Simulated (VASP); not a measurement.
Wanted: the native input for a VASP 6.6.1 run.

```yaml
Task: single point
Functional: PBE
Potentials_or_basis: VASP PAW PBE potentials, release 64 (Li_sv, Cl)
Cutoff: 520 eV
k_mesh: 8 × 8 × 8
Occupations: gaussian, width 0.05 eV
Spin: no spin polarisation
Dipole_correction: no
Further_INCAR_settings: ALGO = Normal; EDIFF = 1e-06; NBANDS = 12
```

The structure of LiCl lies in POSCAR:

```
LiCl
1.0
    0.0000000000      2.4621696000      2.3595792000
    2.4621696000      0.0000000000      2.3595792000
    2.4621696000      2.4621696000      0.0000000000
Li Cl
1 1
Direct
    0.0000000000      0.0000000000      0.0000000000
    0.5000000000      0.5000000000      0.5000000000
```

This cell differs from its parent crystal: strain -0.040 along x and y, -0.080 along z.

These files were run (other wordings do the same):

INCAR

```
ALGO = Normal
EDIFF = 1E-6
ENCUT = 520
GGA = PE
ISIF = 2
ISMEAR = 0
LASPH = True
LCHARG = False
LREAL = False
LWAVE = False
NBANDS = 12
NELM = 80
PREC = Accurate
SIGMA = 0.05
```

KPOINTS

```
k-points
0
Gamma
  8 8 8
```

Potentials or basis: VASP PAW PBE potentials, release 64 (Li_sv, Cl).

Launch:

```bash
$ cat potpaw_PBE.64/Li_sv/POTCAR potpaw_PBE.64/Cl/POTCAR > POTCAR
$ mpirun -np 1 vasp_std > vasp.out
```

It gave:

| Property | Result |
| --- | --- |
| Band gap on the k mesh | 6.85 eV (least direct gap 7.17 eV) |

Caveat: the cell differs from its parent crystal (strain -0.040 along x and y, -0.080 along z).

It took 18 s on 1 thread of Intel(R) Xeon(R) Platinum 8375C CPU @ 2.90GHz (Ice Lake), on a shared host, peak memory 0.15 GiB.
